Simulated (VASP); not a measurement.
ScF3: single point with LDA

Crystal: ScF3.

```
CELL_PARAMETERS angstrom
4.05257 0.00000 0.00000
0.00000 4.05257 0.00000
0.00000 0.00000 4.01245
ATOMIC_POSITIONS crystal
Sc 0.00000 0.00000 0.00000
F 0.50000 0.00000 0.00000
F 0.00000 0.50000 0.00000
F 0.00000 0.00000 0.50000
```

This cell differs from its parent crystal: equal xx and yy strain of +1 %.

```json
{
  "Program": "VASP 6.6.1",
  "Task": "single point",
  "Functional": "LDA",
  "Potentials or basis": "VASP PAW LDA potentials, release 64 (Sc_sv, F)",
  "Cutoff": "520 eV",
  "k mesh": "6 × 6 × 6",
  "Occupations": "fermi-dirac, width 0.02 eV",
  "Spin": "no spin polarisation",
  "Dipole correction": "no",
  "Further INCAR settings": "ALGO = Normal; EDIFF = 1e-06; NBANDS = 24"
}
```

```yaml
Pressure: -4.1 GPa
Band_gap_on_the_k_mesh: 6.05 eV, indirect (least direct gap 6.59 eV)
```

Stress tensor (GPa, compression positive):
```
-4.89  0.00  0.00
 0.00 -4.89  0.00
 0.00  0.00 -2.62
```

Levels at points of the mesh, in eV from the valence-band top:
```
           k point  band 13  band 14  band 15  band 16  band 17  band 18  band 19  band 20
(0.00, 0.00, 0.00)    -0.56    -0.55    -0.54    -0.54     6.05     6.05     6.05     7.52
(0.50, 0.00, 0.00)    -1.12    -0.73    -0.62    -0.55     6.09     6.92     6.92     7.78
(0.50, 0.50, 0.00)    -1.10    -1.05    -1.05    -0.01     6.95     6.95     7.57     8.45
(0.00, 0.00, 0.50)    -1.22    -0.69    -0.53    -0.53     6.10     6.97     6.97     7.73
(0.50, 0.00, 0.50)    -1.10    -0.93    -0.92    -0.05     6.96     7.00     7.61     8.37
(0.50, 0.50, 0.50)    -2.20    -0.05    -0.05     0.00     7.62     7.65     7.65    10.43
```

Run time: 48 s on 1 thread of AMD EPYC 9R45 (Zen 5), on a shared host, peak memory 0.14 GiB.

Caveat: the cell differs from its parent crystal (equal xx and yy strain of +1 %). A k mesh can miss the band edges.
